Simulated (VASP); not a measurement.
Set up this calculation in VASP 6.6.1, as the native input.

| Item | Value |
| --- | --- |
| Task | single point |
| Functional | PBE |
| Potentials or basis | VASP PAW PBE potentials, release 64 (Na_pv, I) |
| Cutoff | 500 eV |
| k mesh | 5 × 5 × 5 |
| Occupations | fermi-dirac, width 0.1 eV |
| Spin | no spin polarisation |
| Dipole correction | no |
| Further INCAR settings | ALGO = Normal; EDIFF = 1e-06; NBANDS = 14 |

The structure of NaI lies in POSCAR:

```
NaI
1.0
    0.0000000000      3.2648129735      3.2648129735
    3.2648129735      0.0000000000      3.2648129735
    3.2648129735      3.2648129735      0.0000000000
Na I
1 1
Direct
    0.0000000000      0.0000000000      0.0000000000
    0.5000000000      0.5000000000      0.5000000000
```

These files were run (other wordings do the same):

INCAR

```
SYSTEM = NaI
PREC = Accurate ; ENCUT = 500
EDIFF = 1E-6 ; ISMEAR = -1
SIGMA = 0.1 ; LREAL = .False.
LASPH = .True. ; NELM = 120
ALGO = Normal ; ISIF = 2
LWAVE = .False. ; LCHARG = .False.
GGA = PE ; NBANDS = 14
GGA_COMPAT = .False.
```

KPOINTS

```
regular mesh
0
Gamma
  5 5 5
  0 0 0
```

Potentials or basis: VASP PAW PBE potentials, release 64 (Na_pv, I).

Launch:

```sh
$ cat potpaw_PBE.64/Na_pv/POTCAR potpaw_PBE.64/I/POTCAR > POTCAR
$ mpirun -np 1 vasp_std > vasp.out
```

It gave:

```json
{
  "Pressure": "0.0 GPa",
  "Band gap on the k mesh": "3.57 eV"
}
```

Caveat: spin-orbit coupling is left out, which moves the levels of the heavy elements.

Wall time 12 s on 1 thread of AMD EPYC 7R13 Processor (Zen 3) (shared host), peak memory 0.17 GiB.
